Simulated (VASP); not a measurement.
Runs of VASP 6.6.1 on Cr. The structure is that of space group Pm-3m (No. 221), or close to it. The cells are those of the table. 

```csv
cell,k mesh,gap on the mesh (eV),pressure (GPa)
"a = 2.276 Å, 1 atom",15 × 15 × 15,none,(a)
"a = 2.307 Å, 1 atom",13 × 13 × 13,none,-0.2
"a = 2.367 Å, 1 atom",15 × 15 × 15,none,-13.3
"a = 2.211 Å, 1 atom",15 × 15 × 15,none,35.3
"a = 2.396 Å, 1 atom",15 × 15 × 15,none,-18.4
"a = 2.244 Å, 1 atom",15 × 15 × 15,none,(b)
"a = 2.307 Å, 1 atom",22 × 22 × 22,none,0.2
"a = 2.337 Å, 1 atom",15 × 15 × 15,none,-7.1
```

Alike in all rows: task single point; level PBEsol; potentials or basis VASP PAW PBE potentials, release 64 (Cr_pv); no spin polarisation; cutoff (eV) 520; smearing fermi-dirac 0.1 eV.

Question: Estimate the missing entries.

Answer: (a) 9.8; (b) 21.2.

Caveats: the PAW data sets were made with another functional, which shifts forces and pressure a little; the run has no spin polarisation, though such a crystal can be magnetic.

A gap of «none» marks levels without a gap at the run's occupations.
